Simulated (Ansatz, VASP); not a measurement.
## One calculation of F, two programs

INCAR

```
PREC = Accurate
ENCUT = 520
EDIFF = 1E-6
ISMEAR = -1
SIGMA = 0.08
LREAL = False
LASPH = True
NELM = 80
ALGO = Normal
ISIF = 2
LWAVE = False
LCHARG = False
GGA = PE
NBANDS = 10
```

KPOINTS

```
regular mesh
0
Gamma
  18 18 18
```

Contents of POSCAR:

```
F
1.0
   -1.0825566298      1.0825566298      1.0825566298
    1.0825566298     -1.0825566298      1.0825566298
    1.0825566298      1.0825566298     -1.0825566298
F
1
Direct
    0.0000000000      0.0000000000      0.0000000000
```

Input for Ansatz:

```yaml
crystal:
  lattice:
    - [-1.0825566298, 1.0825566298, 1.0825566298]
    - [1.0825566298, -1.0825566298, 1.0825566298]
    - [1.0825566298, 1.0825566298, -1.0825566298]
  atoms:
    - { symbol: F, position: [0.0, 0.0, 0.0] }
kpoints:
  mp_grid: { grid: [18, 18, 18] }
scf:
  occupations: { method: fermi_dirac, width: 0.08 }
hamiltonian:
  xc: pbe
  pseudopotentials: { kind: paw }
output:
  forces: true
  stress: true
  eigenvalues: true
  populations: true
  write_density: true
  write_potential: true
  elf: true
  volumetric_format: npy
```

Change from the starting cell: volume scaled by 0.5, PAW files.

Alike in both runs: task single point; functional PBE; k mesh 18 × 18 × 18; occupations fermi-dirac, width 0.08 eV; no spin polarisation.

|  | VASP | Ansatz |
| --- | --- | --- |
| version | VASP 6.6.1 | Ansatz 0.2.0 |
| potentials or method | VASP PAW PBE potentials, release 64 (F) | PAW with Ansatz's default frozen-core files, scalar-relativistic |
| plane-wave cutoff (eV) | 520 | 420 |
| valence electrons in the cell | 7 | 7 |

Ansatz gave:

| Item | Value |
| --- | --- |
| pressure (GPa) | 218.1 |

Task: Estimate VASP's values.

Result: Pressure (GPa): 217.5.

Both programs put the cell under a high pressure, so it lies far from rest at this level.

Noted on VASP's run: the cell as given lies far from equilibrium.
